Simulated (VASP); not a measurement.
Set up this calculation in VASP 6.6.1, as the native input.

- Task: single point
- Functional: PBEsol
- Potentials or basis: VASP PAW PBE potentials, release 64 (Al, P)
- Cutoff: 500 eV
- k mesh: 10 × 10 × 10
- Occupations: gaussian, width 0.01 eV
- Spin: no spin polarisation
- Dipole correction: no
- Further INCAR settings: ALGO = Normal; EDIFF = 1e-06; NBANDS = 11

The structure of AlP lies in POSCAR:

```
AlP
1.0
    0.0000000000      2.6884865596      2.6884865596
    2.6884865596      0.0000000000      2.6884865596
    2.6884865596      2.6884865596      0.0000000000
Al P
1 1
Direct
    0.0000000000      0.0000000000      0.0000000000
    0.7500000000      0.7500000000      0.7500000000
```

One way to write it, as run:

INCAR

```
PREC = Accurate
ENCUT = 500
EDIFF = 1E-6
ISMEAR = 0
SIGMA = 0.01
LREAL = False
LASPH = True
NELM = 120
ALGO = Normal
ISIF = 2
LWAVE = False
LCHARG = True
GGA = PS
LELF = True
LVHAR = True
NBANDS = 11
GGA_COMPAT = False
```

KPOINTS

```
Automatic mesh
0
Gamma
  10 10 10
```

Potentials or basis: VASP PAW PBE potentials, release 64 (Al, P).

Run with:

```sh
$ cat potpaw_PBE.64/Al/POTCAR potpaw_PBE.64/P/POTCAR > POTCAR
$ mpirun -np 1 vasp_std > vasp.out
```

Results of the run:

```
Pressure               : 5.0 GPa
Band gap on the k mesh : 1.34 eV, indirect (least direct gap 3.56 eV)
```

Caveat: the PAW data sets were made with another functional, which shifts forces and pressure a little.

Run time: 7.4 s on 1 thread of Intel(R) Xeon(R) 6975P-C (Granite Rapids), with other jobs on the host, peak memory 0.15 GiB.
